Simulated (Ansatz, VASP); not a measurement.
Two plane-wave programs on La3Hf2C4

```
CELL_PARAMETERS angstrom
3.72535 0.00000 0.00000
-1.86268 3.22625 0.00000
0.00000 0.00000 25.49571
ATOMIC_POSITIONS crystal
La 0.33333 0.66667 0.75663
La 0.33333 0.66667 0.24337
La 0.66667 0.33333 0.00000
Hf 0.33333 0.66667 0.11091
Hf 0.33333 0.66667 0.88909
C 0.66667 0.33333 0.72388
C 0.66667 0.33333 0.12805
C 0.66667 0.33333 0.87195
C 0.66667 0.33333 0.27612
```

Change from the starting cell: species swapped into the Mo3Se2S4 type (P-6m2, No. 187).

Alike in both runs: functional PBE; k mesh 12 × 12 × 2; occupations gaussian, width 0.1 eV; no spin polarisation.

Ansatz relaxed the structure, and its values are those at the end. VASP's run is a single point on that final structure, the one shown.

|  | VASP | Ansatz |
| --- | --- | --- |
| version | VASP 6.6.1 | Ansatz 0.2.0 |
| potentials or method | VASP PAW PBE potentials, release 64 (La, Hf_pv, C), cutoff 600 eV | scalar-relativistic, plane waves, PAW |
| valence electrons in the cell | 69 | 101 |

|  | VASP | Ansatz | Ansatz less VASP |
| --- | --- | --- | --- |
| gap on the k mesh at the Fermi level (eV) | none | none | - |
| rms of the force components (eV/Å) | 0.005 | 0.000 | -0.0050 |

A gap of «none» marks a metal or a gap that the smearing closes. VASP's potentials hold 69 valence electrons a cell and Ansatz's 101, so a difference there can come from the potentials and not from the codes. Ansatz's warnings: xc potential rough in thin density.

Spin-orbit coupling is off throughout.
